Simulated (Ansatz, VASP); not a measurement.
# Two plane-wave programs on AlN

POSCAR

```
AlN
1.0
    3.1042201669      0.0000000000      0.0000000000
   -1.5521100835      2.6883335235      0.0000000000
    0.0000000000      0.0000000000      5.0418179600
Al N
2 2
Direct
    0.3333333333      0.6666666667      0.0301325834
    0.6666666667      0.3333333333      0.5301325834
    0.3333333333      0.6666666667      0.3548674166
    0.6666666667      0.3333333333      0.8548674166
```

INCAR.step1

```
ALGO     = Normal         # electronic algorithm
EDIFF    = 1E-4           # SCF threshold, eV
ENCUT    = 520            # plane-wave cutoff, eV
GGA      = PE             # functional
ISMEAR   = 0              # smearing method
LASPH    = T              # aspherical terms in the spheres
LCHARG   = F              # write CHGCAR
LREAL    = F              # projectors in reciprocal space
LWAVE    = T              # write WAVECAR
NBANDS   = 16             # bands
NELM     = 100            # most SCF steps
PREC     = Accurate       # precision mode
SIGMA    = 0.02           # smearing width, eV
```

INCAR.step2

```
ALGO     = Normal         # electronic algorithm
EDIFF    = 1E-6           # SCF threshold, eV
ENCUT    = 520            # plane-wave cutoff, eV
ISIF     = 2              # what is computed and relaxed
ISMEAR   = 0              # smearing method
ISTART   = 1            
LASPH    = T              # aspherical terms in the spheres
LCHARG   = F              # write CHGCAR
LMIXTAU  = T            
LREAL    = F              # projectors in reciprocal space
LWAVE    = F              # write WAVECAR
METAGGA  = R2SCAN         # meta-GGA
NBANDS   = 16             # bands
NELM     = 100            # most SCF steps
PREC     = Accurate       # precision mode
SIGMA    = 0.02           # smearing width, eV
```

File KPOINTS:

```
k-points
0
Gamma
  9 9 6
```

Input for Ansatz:

```yaml
crystal:
  lattice:
    - [3.1042201669, 0.0, 0.0]
    - [-1.5521100835, 2.6883335235, 0.0]
    - [0.0, 0.0, 5.04181796]
  atoms:
    - { symbol: Al, position: [0.3333333333, 0.6666666667, 0.0301325834] }
    - { symbol: Al, position: [0.6666666667, 0.3333333333, 0.5301325834] }
    - { symbol: "N", position: [0.3333333333, 0.6666666667, 0.3548674166] }
    - { symbol: "N", position: [0.6666666667, 0.3333333333, 0.8548674166] }
basis:
  ecutwfc: 500
kpoints:
  mp_grid: { grid: [9, 9, 6] }
hamiltonian:
  xc: r2scan
scf:
  occupations: { method: gaussian, width: 0.02 }
output:
  forces: true
  stress: true
  eigenvalues: true
  populations: true
```

Alike in both runs: task single point; functional r2SCAN; k mesh 9 × 9 × 6; occupations gaussian, width 0.02 eV; no spin polarisation.

```csv
,VASP,Ansatz
version,VASP 6.6.1,Ansatz 0.2.0
potentials or method,"VASP PAW PBE potentials, release 64 (Al, N), cutoff 520 eV","scalar-relativistic, plane waves, PAW"
valence electrons in the cell,16,16
```

VASP gave:

```
gap on the k mesh at the Fermi level (eV)                     : 4.47
least direct gap on the mesh (eV)                             : 4.47
pressure (GPa)                                                : 10.6
traceless stress, the component that is largest in VASP (GPa) : 40.06
rms of the force components (eV/Å)                            : 4.163
```

Q: Which values does Ansatz return?

A: gap on the k mesh at the Fermi level (eV): 4.44; least direct gap on the mesh (eV): 4.44; pressure (GPa): 10.7; traceless stress, the component that is largest in VASP (GPa): 39.13; rms of the force components (eV/Å): 4.096.

VASP's potentials were made for PBE, not for r2SCAN. Atom by atom the forces differ by 0.067 eV/Å (rms over components).
